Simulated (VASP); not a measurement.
Here is a VASP 6.6.1 calculation.

INCAR

```
PREC = Accurate
ENCUT = 520
EDIFF = 1E-6
ISMEAR = -1
SIGMA = 0.1
LREAL = False
LASPH = True
NELM = 100
ALGO = Normal
ISIF = 2
LWAVE = False
LCHARG = True
GGA = PS
LELF = True
LVHAR = True
NBANDS = 10
```

KPOINTS

```
Automatic mesh
0
Gamma
  23 23 23
```

Contents of POSCAR:

```
Re
1.0
    0.0000000000      1.9401609082      1.9401609082
    1.9401609082      0.0000000000      1.9401609082
    1.9401609082      1.9401609082      0.0000000000
Re
1
Direct
    0.0000000000      0.0000000000      0.0000000000
```

Potentials or basis: VASP PAW PBE potentials, release 64 (Re).

Command:

```bash
$ cat potpaw_PBE.64/Re/POTCAR > POTCAR
$ mpirun -np 1 vasp_std > vasp.out
```

Predict the band gap on the k mesh.

zero (an odd number of electrons rules out a gap without spin polarisation).

What does it give for the pressure?

0.0 GPa.

Caveat: the PAW data sets were made with another functional, which shifts forces and pressure a little; spin-orbit coupling is left out, which moves the levels of the heavy elements.
